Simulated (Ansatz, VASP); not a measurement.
CsSnI3: VASP beside Ansatz

```
CELL_PARAMETERS angstrom
6.20570 0.00000 0.00000
0.00000 6.20570 0.00000
0.00000 0.00000 6.20570
ATOMIC_POSITIONS crystal
Cs 0.00000 0.00000 0.00000
I 0.50000 0.50000 0.00000
I 0.50000 0.00000 0.50000
I 0.00000 0.50000 0.50000
Sn 0.50000 0.50000 0.50000
```

Alike in both runs: task relaxation of cell and atoms; functional PBE; k mesh 5 × 5 × 5; occupations fermi-dirac, width 0.05 eV; no spin polarisation.

|  | VASP | Ansatz |
| --- | --- | --- |
| version | VASP 6.6.1 | Ansatz 0.2.0 |
| potentials or method | VASP PAW PBE potentials, release 64 (Cs_sv, I, Sn_d) | Ansatz PAW |
| plane-wave cutoff (eV) | 600 | 420 |
| valence electrons in the cell | 44 | 74 |

Ansatz gave:

* gap on the k mesh at the Fermi level, each at its own relaxed structure (eV): 1.78
* relaxed volume (Å³/atom): 49.30
* relaxed length of the cell vector where the two differ most in proportion (Å): 6.270

Which values does VASP return?

gap on the k mesh at the Fermi level, each at its own relaxed structure (eV): 1.78; relaxed volume (Å³/atom): 49.35; relaxed length of the cell vector where the two differ most in proportion (Å): 6.272.

VASP's potentials hold 44 valence electrons a cell and Ansatz's 74, so a difference there can come from the potentials and not from the codes.

Neither program's run includes spin-orbit coupling. Noted on Ansatz's run: odd divisions of the mesh miss points on the zone boundary, where band edges often lie, so the gap on the mesh can be too wide; the plane-wave basis is chosen anew once the cell has moved, so the energies of steps on either side of that aren't comparable.
